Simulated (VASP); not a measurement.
TaN: single point with PBEsol

The system is TaN.

```
CELL_PARAMETERS angstrom
0.00000 0.00000 2.87073
2.92399 0.00000 0.00000
0.00000 5.06450 0.00000
ATOMIC_POSITIONS crystal
Ta 0.50000 0.00000 0.33333
Ta 0.50000 0.50000 0.83333
N 0.00000 0.50000 0.50000
N 0.00000 0.00000 0.00000
```

| Item | Value |
| --- | --- |
| Program | VASP 6.6.1 |
| Task | single point |
| Functional | PBEsol |
| Potentials or basis | VASP PAW PBE potentials, release 64 (Ta_pv, N) |
| Cutoff | 520 eV |
| k mesh | 20 × 20 × 12 |
| Occupations | gaussian, width 0.15 eV |
| Spin | no spin polarisation |
| Dipole correction | no |
| Further INCAR settings | ALGO = Normal; EDIFF = 1e-07; NBANDS = 24 |

The pressure is 0.9 GPa and the band gap on the k mesh is zero (bands 16 and 17 overlap by 0.51 eV).

Stress tensor (GPa, compression positive):
```
0.79 0.00 0.00
0.00 0.78 0.00
0.00 0.00 1.00
```

Levels at points of the mesh, in eV from the Fermi level:
```csv
k point,band 14,band 15,band 16,band 17,band 18,band 19
"(0.00, 0.00, 0.00)",-3.53,-3.16,-2.90,2.35,3.06,3.68
"(0.50, 0.00, 0.00)",-3.77,-0.30,-0.08,-0.08,2.50,3.37
"(0.00, 0.50, 0.00)",-4.95,-1.14,-1.14,1.26,1.26,1.67
"(0.50, 0.50, 0.00)",-4.12,-1.05,-1.05,4.19,4.19,5.14
"(0.00, 0.00, 0.50)",-3.80,-3.15,-3.15,2.22,2.22,3.54
"(0.50, 0.00, 0.50)",-4.92,-1.64,-1.64,2.04,2.04,3.27
"(0.00, 0.50, 0.50)",-3.53,-3.16,-3.16,3.06,3.06,4.15
"(0.50, 0.50, 0.50)",-5.75,-0.30,-0.30,4.28,4.28,5.50
```

Wall time 14 min on 1 thread of Intel Xeon 8259CL, on a shared host, peak memory 0.76 GiB.

Caveat: the PAW data sets were made with another functional, which shifts forces and pressure a little; spin-orbit coupling is left out, which moves the levels of the heavy elements.
